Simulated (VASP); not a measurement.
# SrTiO3: single point with PBE-based screened hybrid with 100 % exact exchange

The system is SrTiO3.

```
Sr Ti O
1.0
     3.90685    0.00000    0.00000
     0.00000    3.90685    0.00000
     0.00000    0.00000    3.90685
Sr Ti O
1 1 3
Direct
  0.00000 0.00000 0.00000
  0.50000 0.50000 0.50000
  0.50000 0.00000 0.50000
  0.50000 0.50000 0.00000
  0.00000 0.50000 0.50000
```

| Quantity | Value |
| --- | --- |
| Program | VASP 6.6.1 |
| Task | single point |
| Functional | PBE-based screened hybrid with 100 % exact exchange |
| Potentials or basis | VASP PAW PBE potentials, release 64 (Sr_sv, Ti_sv, O) |
| Cutoff | 520 eV |
| k mesh | 4 × 4 × 4 |
| Occupations | gaussian, width 0.01 eV |
| Spin | no spin polarisation |

```yaml
Pressure: -14.8 GPa
Band_gap_on_the_k_mesh: 7.84 eV (least direct gap 8.31 eV)
```

Levels at points of the mesh, in eV from the valence-band top:
```tsv
k point	band 18	band 19	band 20	band 21	band 22	band 23
(0.00, 0.00, 0.00)	-0.46	-0.46	-0.46	7.84	7.84	7.84
(0.50, 0.00, 0.00)	-2.29	-0.97	-0.97	8.13	10.35	10.35
(0.50, 0.50, 0.00)	-2.01	-2.01	-0.08	10.39	10.39	11.24
(0.50, 0.50, 0.50)	0.00	0.00	0.00	11.52	11.52	11.52
```

It took 35 min on 1 thread of Intel Xeon 8259CL (shared host), peak memory 0.29 GiB.

Caveat: the cell stands under tension; the PAW data sets were made with another functional, which shifts forces and pressure a little. A k mesh can miss the band edges.
